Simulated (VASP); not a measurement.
# H (P1) in VASP: notebook

Runs on H. Level: PBE. Tasks: single point.

All numbers are computed with VASP 6.6.1; they aren't measurements. Logs are shortened: lines on timing, memory, paths and dates and some standing lists are left out, and cuts for length are marked.

## 1. The cell of the first run

The typed cell holds 8 atoms: a = 7.000 Å, b = 7.000 Å, c = 7.000 Å, α = 90.00°, β = 90.00°, γ = 90.00°.

## 2. Single point, PBE, collinear spin, ferrimagnetic start

The input, INCAR:

```
SYSTEM = H
PREC     = Accurate       ! precision mode
ENCUT    = 500            ! plane-wave cutoff, eV
EDIFF    = 1E-6           ! SCF threshold, eV
ISMEAR   = 0              ! smearing method
SIGMA    = 0.05           ! smearing width, eV
LREAL    = .FALSE.        ! projectors in reciprocal space
LASPH    = .TRUE.         ! aspherical terms in the spheres
NELM     = 200            ! most SCF steps
ALGO     = Normal         ! electronic algorithm
ISIF     = 2              ! what is computed and relaxed
LWAVE    = .FALSE.        ! write WAVECAR
LCHARG   = .FALSE.        ! write CHGCAR
ISPIN    = 2              ! spin polarisation
MAGMOM   = -0.9 0.9 0.9 0.9 0.9 0.9 0.9 -0.9 ! initial moments
LORBIT   = 11             ! projections on sites
GGA      = PE             ! functional
NBANDS   = 18             ! bands
GGA_COMPAT= .FALSE.
```

The input, KPOINTS:

```
Automatic mesh
0
G
  2 2 2
  0 0 0
```

The input, POSCAR:

```
H
1.0
    7.0000000000      0.0000000000      0.0000000000
    0.0000000000      7.0000000000      0.0000000000
    0.0000000000      0.0000000000      7.0000000000
H
8
Direct
    0.0004930000      0.0019110000      0.0006790000
    0.0018890000      0.9973390000      0.4988940000
    0.9999450000      0.5018760000      0.0015990000
    0.0033060000      0.4988700000      0.5039840000
    0.5002350000      0.0001180000      0.9981400000
    0.5009640000      0.0000580000      0.4959810000
    0.4983170000      0.4998580000      0.9995320000
    0.4978290000      0.4999170000      0.5017570000
```

Potentials or basis: VASP PAW PBE potentials, release 64 (H).

Run with:

```sh
$ cat potpaw_PBE.64/H/POTCAR > POTCAR
$ mpirun -np 1 vasp_std > vasp.out
```

OUTCAR:

```text
SYSTEM = H
   PREC = Accurate
   ENCUT = 500
   EDIFF = 1E-6
   ISMEAR = 0
   LREAL = .FALSE.
   LASPH = .TRUE.
   NELM = 200
   ISIF = 2
   ISPIN = 2
   LORBIT = 11
   GGA = PE

 ion  position               nearest neighbor table
   1  0.000  0.002  0.001-
   2  0.002  0.997  0.499-
   3  1.000  0.502  0.002-
   4  0.003  0.499  0.504-
   5  0.500  0.000  0.998-
   6  0.501  0.000  0.496-
   7  0.498  0.500  1.000-
   8  0.498  0.500  0.502-

  LATTYP: Found a simple cubic cell.
 ALAT       =     7.0000000000

  Lattice vectors:

 A1 = (   7.0000000000,   0.0000000000,   0.0000000000)
 A2 = (   0.0000000000,   7.0000000000,   0.0000000000)
 A3 = (   0.0000000000,   0.0000000000,   7.0000000000)

Analysis of symmetry for initial positions (statically):
=====================================================================
 Subroutine PRICEL returns:
 Original cell was already a primitive cell.

 Routine SETGRP: Setting up the symmetry group for a
 simple cubic supercell.

 Subroutine GETGRP returns: Found  1 space group operations
 (whereof  1 operations were pure point group operations)
 out of a pool of 48 trial point group operations.

The static configuration has the point symmetry C_1 .

Analysis of symmetry for dynamics (positions and initial velocities):
=====================================================================
 Subroutine PRICEL returns:
 Original cell was already a primitive cell.

 Routine SETGRP: Setting up the symmetry group for a
 simple cubic supercell.

 Subroutine GETGRP returns: Found  1 space group operations
 (whereof  1 operations were pure point group operations)
 out of a pool of 48 trial point group operations.

The dynamic configuration has the point symmetry C_1 .

Analysis of structural, dynamic, and magnetic symmetry:
=====================================================================
 Subroutine PRICEL returns:
 Original cell was already a primitive cell.

 Routine SETGRP: Setting up the symmetry group for a
 simple cubic supercell.

 Subroutine GETGRP returns: Found  1 space group operations
 (whereof  1 operations were pure point group operations)
 out of a pool of 48 trial point group operations.

The overall configuration has the point symmetry C_1 .

 Subroutine INISYM returns: Found  1 space group operations
 (whereof  1 operations are pure point group operations),
 and found     1 'primitive' translations

----------------------------------------------------------------------------------------

                                     Primitive cell

  volume of cell :     343.0000

  direct lattice vectors                    reciprocal lattice vectors
     7.000000000  0.000000000  0.000000000     0.142857143  0.000000000  0.000000000
     0.000000000  7.000000000  0.000000000     0.000000000  0.142857143  0.000000000
     0.000000000  0.000000000  7.000000000     0.000000000  0.000000000  0.142857143

  length of vectors
     7.000000000  7.000000000  7.000000000     0.142857143  0.142857143  0.142857143

  position of ions in fractional coordinates (direct lattice)
     0.000493000  0.001911000  0.000679000
     0.001889000  0.997339000  0.498894000
     0.999945000  0.501876000  0.001599000
     0.003306000  0.498870000  0.503984000
     0.500235000  0.000118000  0.998140000
     0.500964000  0.000058000  0.495981000
     0.498317000  0.499858000  0.999532000
     0.497829000  0.499917000  0.501757000

  ion indices of the primitive-cell ions
   primitive index   ion index
                 1           1
                 2           2
                 3           3
                 4           4
                 5           5
                 6           6
                 7           7
                 8           8

----------------------------------------------------------------------------------------

 KPOINTS: Automatic mesh

Automatic generation of k-mesh.
 Grid dimensions read from file:
 generate k-points for:    2    2    2

 Generating k-lattice:

  Cartesian coordinates                     Fractional coordinates (reciprocal lattice)
[... 33 lines left out ...]
 SYSTEM =  H
   PREC   = accura    normal or accurate (medium, high low for compatibility)
   ISTART =      0    job   : 0-new  1-cont  2-samecut
   ICHARG =      2    charge: 1-file 2-atom 10-const
   ISPIN  =      2    spin polarized calculation?
   LNONCOLLINEAR =      F non collinear calculations
   LSORBIT =      F    spin-orbit coupling
   LASPH  =      T    aspherical Exc in radial PAW
   ENCUT  =  500.0 eV  36.75 Ry    6.06 a.u.  12.76 12.76 12.76*2*pi/ulx,y,z
   NELM   =    200;   NELMIN=  2; NELMDL= -5     # of ELM steps
   EDIFF  = 0.1E-05   stopping-criterion for ELM
   LREAL  =      F    real-space projection
   EDIFFG = 0.1E-04   stopping-criterion for IOM
   NSW    =      0    number of steps for IOM
   IBRION =     -1    ionic relax: 0-MD 1-quasi-New 2-CG
   NFREE  =      0    steps in history (QN), initial steepest desc. (CG)
   ISIF   =      2    stress and relaxation
   ISYM   =      2    0-nonsym 1-usesym 2-fastsym
   POTIM  = 0.5000    time-step for ionic-motion
   TEBEG  =    0.0;   TEEND  =   0.0 temperature during run
   PSTRESS=    0.0 pullay stress
   NELECT =       8.0000    total number of electrons
   NUPDOWN=      -1.0000    fix difference up-down
   EMIN   =  10.00;   EMAX   =-10.00  energy-range for DOS
   EFERMI =   0.00;   METHOD = LEGACY
   ISMEAR =     0;   SIGMA  =   0.05  broadening in eV -4-tet -1-fermi 0-gaus
   EFERMI_NEDOS =   21; number of points for ismear=-14 and -15
   IALGO  =     38    algorithm
   IMIX   =      4    mixing-type and parameters
     AMIX     =   0.40;   BMIX     =  1.00
     AMIX_MAG =   1.60;   BMIX_MAG =  1.00
  volume/ion in A,a.u.               =      42.88       289.33
  Fermi-wavevector in a.u.,A,eV,Ry     =   0.467742  0.883905  2.976723  0.218783
  Thomas-Fermi vector in A             =   1.458335
   LORBIT       =     11    0 simple, 1 ext, 2 COOP (PROOUT), +10 PAW based schemes
   GGA     = PE    functional components
   LHFCALC =     F    Hartree Fock is set to
   AEXX    =    0.0000 exact exchange contribution
   IVDW    =     0    specifies the selected vdW correction
   LEPSILON=     F    determine dielectric tensor
   LRPA    =     F    only Hartree local field effects (RPA)
 spin polarized calculation
 Gauss-broadening in eV      SIGMA  =   0.05
  energy-cutoff  :      500.00
  volume of cell :      343.00
 maximum number of plane-waves:      8744
 NGX is ok and might be reduce to    54
   NGX = 25   NGY = 25   NGZ = 25

 number of electron       8.0000001 magnetization       3.9999974

 Free energy of the ion-electron system (eV)
  ---------------------------------------------------
  ext. energy  EPLUGINS =         0.00000000
  ---------------------------------------------------
  free energy    TOTEN  =        -8.97120914 eV

  energy without entropy =       -8.97120914  energy(sigma->0) =       -8.97120914

 E-fermi :  -6.3058     XC(G=0):  -2.8052

 val. band max:       -6.5618759088   @ k =   0.0000   0.0000   0.0000
 cond. band min:      -1.2924097310   @ k =   0.0000   0.0000   0.0000
 fundamental gap:      5.2694661777
 Fermi energy:        -6.3057542857

 spin component 1

 k-point     1 :       0.0000    0.0000    0.0000
  band No.  band energies     occupation
      1      -7.6443      1.00000
      2      -7.2029      1.00000
      3      -7.2027      1.00000
      4      -6.6954      1.00000
      5      -6.6953      1.00000
      6      -6.5619      1.00000
[... 128 lines left out ...]
      2      -7.0365      1.00000
      3      -7.0326      1.00000
      4      -7.0281      1.00000
      5      -7.0242      1.00000
      6      -7.0215      1.00000
[... 8 lines left out ...]
     15       3.9379      0.00000
     16       3.9395      0.00000
 Fermi energy:        -6.3057542857

 spin component 2

 k-point     1 :       0.0000    0.0000    0.0000
  band No.  band energies     occupation
      1      -7.0965      1.00000
      2      -7.0363      1.00000
      3      -1.2924      0.00000
      4       0.3792      0.00000
      5       0.3797      0.00000
      6       1.1793      0.00000
[... 128 lines left out ...]
      2      -7.0504      1.00000
      3      -0.0542      0.00000
      4      -0.0488      0.00000
      5      -0.0455      0.00000
      6      -0.0407      0.00000
[... 8 lines left out ...]
     15       4.8561      0.00000
     16       4.8590      0.00000
 [bands above 16 left out]

------------------------ aborting loop because EDIFF is reached ----------------------------------------

  FORCE on cell =-STRESS in cart. coord.  units (eV):
  Direction    XX          YY          ZZ          XY          YZ          ZX
  --------------------------------------------------------------------------------------
  -------------------------------------------------------------------------------------
  Total       -0.1184612     -0.1181408     -0.1180129     -0.0000224      0.0000255     -0.0000079
  in kB       -0.5533405     -0.5518442     -0.5512468     -0.0001045      0.0001190     -0.0000371
  external PRESSURE =      -0.5521438 kB  Pullay stress =       0.0000000 kB

 VOLUME and BASIS-vectors are now :
 -----------------------------------------------------------------------------
  energy-cutoff  :      500.00
  volume of cell :      343.00
      direct lattice vectors                 reciprocal lattice vectors
     7.000000000  0.000000000  0.000000000     0.142857143  0.000000000  0.000000000
     0.000000000  7.000000000  0.000000000     0.000000000  0.142857143  0.000000000
     0.000000000  0.000000000  7.000000000     0.000000000  0.000000000  0.142857143

 POSITION                                       TOTAL-FORCE (eV/Angst)
 -----------------------------------------------------------------------------------
      0.00345      0.01338      0.00475         0.000177     -0.000193      0.000671
      0.01322      6.98137      3.49226        -0.000573      0.000847     -0.000834
      6.99961      3.51313      0.01119        -0.000953      0.000203      0.001273
      0.02314      3.49209      3.52789         0.002532     -0.000946     -0.001043
      3.50165      0.00083      6.98698        -0.000064     -0.000054     -0.001094
      3.50675      0.00041      3.47187         0.000366      0.000197      0.001180
      3.48822      3.49901      6.99672         0.000712      0.000026     -0.000958
      3.48480      3.49942      3.51230        -0.002197     -0.000080      0.000805
 -----------------------------------------------------------------------------------
    total drift:                                0.000021     -0.000039     -0.000013

  FREE ENERGIE OF THE ION-ELECTRON SYSTEM (eV)
  ---------------------------------------------------
  free  energy   TOTEN  =        -8.9712091415 eV

  energy  without entropy=       -8.9712091415  energy(sigma->0) =       -8.97120914

 total charge

# of ion       s       p       d       tot
------------------------------------------
    1        0.377   0.000   0.000   0.377
    2        0.380   0.000   0.000   0.380
    3        0.380   0.000   0.000   0.380
    4        0.380   0.000   0.000   0.380
    5        0.380   0.000   0.000   0.380
    6        0.380   0.000   0.000   0.380
    7        0.380   0.000   0.000   0.380
    8        0.377   0.000   0.000   0.377
--------------------------------------------------
tot          3.036   0.000   0.000   3.036

 magnetization (x)

# of ion       s       p       d       tot
------------------------------------------
    1       -0.377   0.000   0.000  -0.377
    2        0.380   0.000   0.000   0.380
    3        0.380   0.000   0.000   0.380
    4        0.380   0.000   0.000   0.380
    5        0.380   0.000   0.000   0.380
    6        0.380   0.000   0.000   0.380
    7        0.380   0.000   0.000   0.380
    8       -0.377   0.000   0.000  -0.377
--------------------------------------------------
tot          1.526   0.000   0.000   1.526
```

Run time: 2.1 min. Hardware: 1 thread of Intel Xeon 6975P-C (Granite Rapids), shared host; peak memory 0.51 GiB.

Results:

* Free energy: -8.9712 eV
* Pressure: -0.1 GPa
* Band gap on the k mesh: 5.27 eV
* Net moment: 4.00 μB per cell
* Site moments: H -0.38, +0.38 μB
* Valence electrons inside the program's atomic spheres: H 0.38

Forces in eV/Å, atoms in the order of the input:
```
H    0.000  0.000  0.001
H   -0.001  0.001 -0.001
H   -0.001  0.000  0.001
H    0.003 -0.001 -0.001
H    0.000  0.000 -0.001
H    0.000  0.000  0.001
H    0.001  0.000 -0.001
H   -0.002  0.000  0.001
```

Levels at points of the mesh, in eV from the valence-band top:
Spin up:
| k point | band 2 | band 3 | band 4 | band 5 | band 6 | band 7 | band 8 | band 9 | band 10 | band 11 |
| --- | --- | --- | --- | --- | --- | --- | --- | --- | --- | --- |
| (0.00, 0.00, 0.00) | -0.64 | -0.64 | -0.13 | -0.13 | 0.00 | 6.15 | 6.55 | 7.01 | 7.01 | 7.01 |
| (0.50, 0.00, 0.00) | -0.85 | -0.41 | -0.40 | -0.09 | -0.09 | 6.02 | 6.02 | 7.74 | 7.74 | 7.75 |
| (0.00, 0.50, 0.00) | -0.85 | -0.40 | -0.40 | -0.09 | -0.09 | 6.01 | 6.02 | 7.74 | 7.74 | 7.74 |
| (0.00, 0.00, 0.50) | -0.85 | -0.40 | -0.40 | -0.09 | -0.09 | 6.02 | 6.02 | 7.74 | 7.74 | 7.74 |
| (0.50, 0.50, 0.00) | -0.72 | -0.48 | -0.47 | -0.18 | -0.18 | 5.80 | 5.80 | 8.22 | 8.22 | 8.29 |
| (0.00, 0.50, 0.50) | -0.72 | -0.48 | -0.48 | -0.18 | -0.18 | 5.80 | 5.80 | 8.22 | 8.22 | 8.29 |
| (0.50, 0.00, 0.50) | -0.72 | -0.48 | -0.48 | -0.18 | -0.18 | 5.80 | 5.80 | 8.22 | 8.22 | 8.29 |
| (0.50, 0.50, 0.50) | -0.47 | -0.47 | -0.47 | -0.46 | -0.46 | 5.62 | 5.63 | 8.43 | 8.43 | 8.44 |
Spin down:
| k point | band 1 | band 2 | band 3 | band 4 | band 5 |
| --- | --- | --- | --- | --- | --- |
| (0.00, 0.00, 0.00) | -0.53 | -0.47 | 5.27 | 6.94 | 6.94 |
| (0.50, 0.00, 0.00) | -0.50 | -0.50 | 5.66 | 5.66 | 7.59 |
| (0.00, 0.50, 0.00) | -0.50 | -0.50 | 5.66 | 5.67 | 7.60 |
| (0.00, 0.00, 0.50) | -0.50 | -0.50 | 5.66 | 5.66 | 7.59 |
| (0.50, 0.50, 0.00) | -0.49 | -0.49 | 5.82 | 5.82 | 6.79 |
| (0.00, 0.50, 0.50) | -0.49 | -0.49 | 5.82 | 5.82 | 6.79 |
| (0.50, 0.00, 0.50) | -0.49 | -0.49 | 5.82 | 5.82 | 6.79 |
| (0.50, 0.50, 0.50) | -0.49 | -0.49 | 6.51 | 6.51 | 6.52 |

Caveat: the k points lie up to 0.45 Å⁻¹ apart. A hybrid or GW would open this gap; PBE tends to underestimate it.

## 3. Single point, PBE, collinear spin, ferrimagnetic start

The input, INCAR:

```
PREC = Accurate
ENCUT = 500
EDIFF = 1E-6
ISMEAR = 0
SIGMA = 0.05
LREAL = F
LASPH = T
NELM = 200
ALGO = Normal
ISIF = 2
LWAVE = F
LCHARG = T
ISPIN = 2
MAGMOM = -0.9 0.9 0.9 0.9 0.9 0.9 0.9 -0.9
LORBIT = 11
GGA = PE
LELF = T
LVHAR = T
NBANDS = 18
GGA_COMPAT = F
```

The input, KPOINTS:

```
regular mesh
0
Gamma
  2 2 2
```

POSCAR is that of step 2.

Potentials or basis: VASP PAW PBE potentials, release 64 (H).

Run with:

```sh
$ cat potpaw_PBE.64/H/POTCAR > POTCAR
$ mpirun -np 1 vasp_std > vasp.out
```

Wall time 1.8 min (1 thread of Intel Xeon 6975P-C (Granite Rapids), shared host); peak memory 0.51 GiB.

The run converged. Its results:

```yaml
Free_energy: -8.9712 eV
Pressure: -0.1 GPa
Band_gap_on_the_k_mesh: 5.27 eV
Net_moment: 4.00 μB per cell
Site_moments: H -0.38, +0.38 μB
Valence_electrons_inside_the_program's_atomic_spheres: H 0.38
```

Forces on the atoms (eV/Å):
```
H    0.000  0.000  0.001
H   -0.001  0.001 -0.001
H   -0.001  0.000  0.001
H    0.003 -0.001 -0.001
H    0.000  0.000 -0.001
H    0.000  0.000  0.001
H    0.001  0.000 -0.001
H   -0.002  0.000  0.001
```

Levels at points of the mesh, in eV from the valence-band top:
Spin up:
```tsv
k point	band 2	band 3	band 4	band 5	band 6	band 7	band 8	band 9	band 10	band 11
(0.00, 0.00, 0.00)	-0.64	-0.64	-0.13	-0.13	0.00	6.15	6.55	7.01	7.01	7.01
(0.50, 0.00, 0.00)	-0.85	-0.41	-0.40	-0.09	-0.09	6.02	6.02	7.74	7.74	7.75
(0.00, 0.50, 0.00)	-0.85	-0.40	-0.40	-0.09	-0.09	6.01	6.02	7.74	7.74	7.74
(0.00, 0.00, 0.50)	-0.85	-0.40	-0.40	-0.09	-0.09	6.02	6.02	7.74	7.74	7.74
(0.50, 0.50, 0.00)	-0.72	-0.48	-0.47	-0.18	-0.18	5.80	5.80	8.22	8.22	8.29
(0.00, 0.50, 0.50)	-0.72	-0.48	-0.48	-0.18	-0.18	5.80	5.80	8.22	8.22	8.29
(0.50, 0.00, 0.50)	-0.72	-0.48	-0.48	-0.18	-0.18	5.80	5.80	8.22	8.22	8.29
(0.50, 0.50, 0.50)	-0.47	-0.47	-0.47	-0.46	-0.46	5.62	5.63	8.43	8.43	8.44
```
Spin down:
```
           k point  band 1  band 2  band 3  band 4  band 5
(0.00, 0.00, 0.00)   -0.53   -0.47    5.27    6.94    6.94
(0.50, 0.00, 0.00)   -0.50   -0.50    5.66    5.66    7.59
(0.00, 0.50, 0.00)   -0.50   -0.50    5.66    5.67    7.60
(0.00, 0.00, 0.50)   -0.50   -0.50    5.66    5.66    7.59
(0.50, 0.50, 0.00)   -0.49   -0.49    5.82    5.82    6.79
(0.00, 0.50, 0.50)   -0.49   -0.49    5.82    5.82    6.79
(0.50, 0.00, 0.50)   -0.49   -0.49    5.82    5.82    6.79
(0.50, 0.50, 0.50)   -0.49   -0.49    6.51    6.51    6.52
```

Caveat: the k points lie up to 0.45 Å⁻¹ apart.
